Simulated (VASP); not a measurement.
# RbBr: single point with r2SCAN

RbBr:

```xyz
2
Lattice="0.0000 3.5682 3.5682 3.5682 0.0000 3.5682 3.5682 3.5682 0.0000" Properties=species:S:1:pos:R:3 pbc="T T T"
Rb    0.0000    0.0000    0.0000
Br    3.5682    3.5682    3.5682
```

This cell differs from its parent crystal: strained.

```
Program                : VASP 6.6.1
Task                   : single point
Functional             : r2SCAN
Potentials or basis    : VASP PAW PBE potentials, release 64 (Rb_sv, Br)
Cutoff                 : 520 eV
k mesh                 : 6 × 6 × 6
Occupations            : gaussian, width 0.02 eV
Spin                   : no spin polarisation
Dipole correction      : no
Further INCAR settings : ALGO = Normal; EDIFF = 1e-06; NBANDS = 15
```

```yaml
Pressure: -1.0 GPa
Band_gap_on_the_k_mesh: 4.67 eV
```

Levels at points of the mesh, in eV from the valence-band top:
| k point | band 5 | band 6 | band 7 | band 8 | band 9 | band 10 | band 11 | band 12 |
| --- | --- | --- | --- | --- | --- | --- | --- | --- |
| (0.00, 0.00, 0.00) | -8.95 | 0.00 | 0.00 | 0.00 | 4.67 | 7.84 | 7.84 | 7.84 |
| (0.50, 0.00, 0.00) | -8.93 | -0.78 | -0.25 | -0.25 | 6.98 | 7.85 | 9.85 | 9.85 |
| (0.50, 0.50, 0.00) | -9.00 | -0.44 | -0.15 | -0.15 | 6.17 | 7.49 | 9.10 | 9.81 |

Wall time 63 s on 1 thread of Intel(R) Xeon(R) Platinum 8488C (Sapphire Rapids), on a shared host, peak memory 0.26 GiB.

Caveat: the cell differs from its parent crystal (strained); the PAW data sets were made with another functional, which shifts forces and pressure a little.
